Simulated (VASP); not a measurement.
A run of VASP 6.6.1 is set up as follows.

The input INCAR:

```
SYSTEM = Si3Au
ALGO     = Normal         ! electronic algorithm
EDIFF    = 1E-6           ! SCF threshold, eV
ENCUT    = 520            ! plane-wave cutoff, eV
GGA      = PE             ! functional
ISIF     = 2              ! what is computed and relaxed
ISMEAR   = 0              ! smearing method
LASPH    = .TRUE.         ! aspherical terms in the spheres
LCHARG   = .FALSE.        ! write CHGCAR
LREAL    = .FALSE.        ! projectors in reciprocal space
LWAVE    = .FALSE.        ! write WAVECAR
NBANDS   = 33             ! bands
NELM     = 80             ! most SCF steps
PREC     = Accurate       ! precision mode
SIGMA    = 0.1            ! smearing width, eV
```

The input KPOINTS:

```
k-points
0
G
  12 12 8
  0 0 0
```

The input POSCAR:

```
Si3Au
1.0
    5.7754797881      0.0000000000      0.0000000000
   -2.8877398940      5.0017122156      0.0000000000
    0.0000000000      0.0000000000      4.5238243567
Si Au
6 2
Direct
    0.8381979173      0.6763958346      0.2500000000
    0.1618020827      0.8381979173      0.7500000000
    0.3236041654      0.1618020827      0.2500000000
    0.1618020827      0.3236041654      0.7500000000
    0.8381979173      0.1618020827      0.2500000000
    0.6763958346      0.8381979173      0.7500000000
    0.3333333333      0.6666666667      0.2500000000
    0.6666666667      0.3333333333      0.7500000000
```

Potentials or basis: VASP PAW PBE potentials, release 64 (Si, Au).

Run with:

```bash
$ cat potpaw_PBE.64/Si/POTCAR potpaw_PBE.64/Au/POTCAR > POTCAR
$ mpirun -np 1 vasp_std > vasp.out
```

Question: Predict the band gap on the k mesh.

Answer: Zero (bands 23 and 24 overlap by 4.29 eV).

Question: Predict the pressure.

Answer: -0.1 GPa.

Caveat: spin-orbit coupling is left out, which moves the levels of the heavy elements.
